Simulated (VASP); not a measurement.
Wanted: the native input for a VASP 6.6.1 run.

```
Task                   : single point
Functional             : PBE
Potentials or basis    : VASP PAW PBE potentials, release 64 (Rb_sv, P)
Cutoff                 : 520 eV
k mesh                 : 4 × 4 × 4
Occupations            : gaussian, width 0.1 eV
Spin                   : no spin polarisation
Dipole correction      : no
Further INCAR settings : ALGO = Normal; EDIFF = 1e-06; NBANDS = 20
```

The structure of RbP3 lies in POSCAR:

```
RbP3
1.0
    4.4753913300      0.0000000000      0.0000000000
    0.0000000000      4.4753913300      0.0000000000
    0.0000000000      0.0000000000      4.4753913300
Rb P
1 3
Direct
    0.0000000000      0.0000000000      0.0000000000
    0.0000000000      0.5000000000      0.5000000000
    0.5000000000      0.0000000000      0.5000000000
    0.5000000000      0.5000000000      0.0000000000
```

The input as run:

INCAR

```
ALGO = Normal
EDIFF = 1E-6
ENCUT = 520
GGA = PE
ISIF = 2
ISMEAR = 0
LASPH = True
LCHARG = False
LREAL = False
LWAVE = False
NBANDS = 20
NELM = 100
PREC = Accurate
SIGMA = 0.1
```

KPOINTS

```
k-points
0
Gamma
  4 4 4
```

Potentials or basis: VASP PAW PBE potentials, release 64 (Rb_sv, P).

Command:

```console
$ cat potpaw_PBE.64/Rb_sv/POTCAR potpaw_PBE.64/P/POTCAR > POTCAR
$ mpirun -np 1 vasp_std > vasp.out
```

It gave:

```yaml
Pressure: -3.0 GPa
Band_gap_on_the_k_mesh: zero (band 12 reaches 6.65 eV, above the bottom of band 13 at 3.39 eV)
```

It took 13 s on 1 thread of Intel(R) Xeon(R) Platinum 8488C (Sapphire Rapids) (shared host), peak memory 0.2 GiB.
